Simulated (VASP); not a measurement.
Wanted: the native input for a VASP 6.6.1 run.

```
Task                   : relaxation of cell and atoms
Functional             : PBE
Potentials or basis    : VASP PAW PBE potentials, release 64 (Ca_sv, F)
Cutoff                 : 600 eV
k mesh                 : 16 × 16 × 16
Occupations            : gaussian, width 0.1 eV
Spin                   : no spin polarisation
Dipole correction      : no
Further INCAR settings : ALGO = Normal; EDIFF = 1e-07; IBRION = 2; EDIFFG = -0.01; NSW = 100; ISIF = 3
```

The structure of CaF lies in POSCAR:

```
CaF
1.0
    3.3761226950      0.0000000000      0.0000000000
    0.0000000000      3.3761226950      0.0000000000
    0.0000000000      0.0000000000      3.3761226950
Ca F
1 1
Direct
    0.5000000000      0.5000000000      0.5000000000
    0.0000000000      0.0000000000      0.0000000000
```

The cell was generated, and may not be a known phase.

These files were run (other wordings do the same):

INCAR

```
PREC = Accurate ; ENCUT = 600
EDIFF = 1E-7 ; ISMEAR = 0
SIGMA = 0.1 ; LREAL = F
LASPH = T ; NELM = 120
ALGO = Normal ; ISIF = 3
LWAVE = F ; LCHARG = F
GGA = PE ; IBRION = 2
NSW = 100 ; EDIFFG = -0.01
GGA_COMPAT = F ; NELMIN = 4
```

KPOINTS

```
Automatic mesh
0
Gamma
  16 16 16
```

Potentials or basis: VASP PAW PBE potentials, release 64 (Ca_sv, F).

Launch:

```console
$ cat potpaw_PBE.64/Ca_sv/POTCAR potpaw_PBE.64/F/POTCAR > POTCAR
$ mpirun -np 1 vasp_std > vasp.out
```

It gave:

```yaml
Relaxed_volume: 19.21 Å³/atom
Relaxed_cell: a = 3.374 Å, b = 3.374 Å, c = 3.374 Å, α = 90.00°, β = 90.00°, γ = 90.00°
Space_group_after_relaxing_to_0.1_Å: Pm-3m (No. 221)
Energy_gained_by_relaxing: 0.0 meV/atom
Ionic_steps: 2
Pressure_after_relaxing: -0.1 GPa
Band_gap_on_the_k_mesh: zero (an odd number of electrons rules out a gap without spin polarisation)
```

Caveat: an odd number of electrons without spin polarisation forces a metal; a magnetic or distorted state may lie lower.

Wall time 120 s on 1 thread of AMD EPYC 9755 128-Core Processor, with other jobs on the host, peak memory 0.21 GiB.
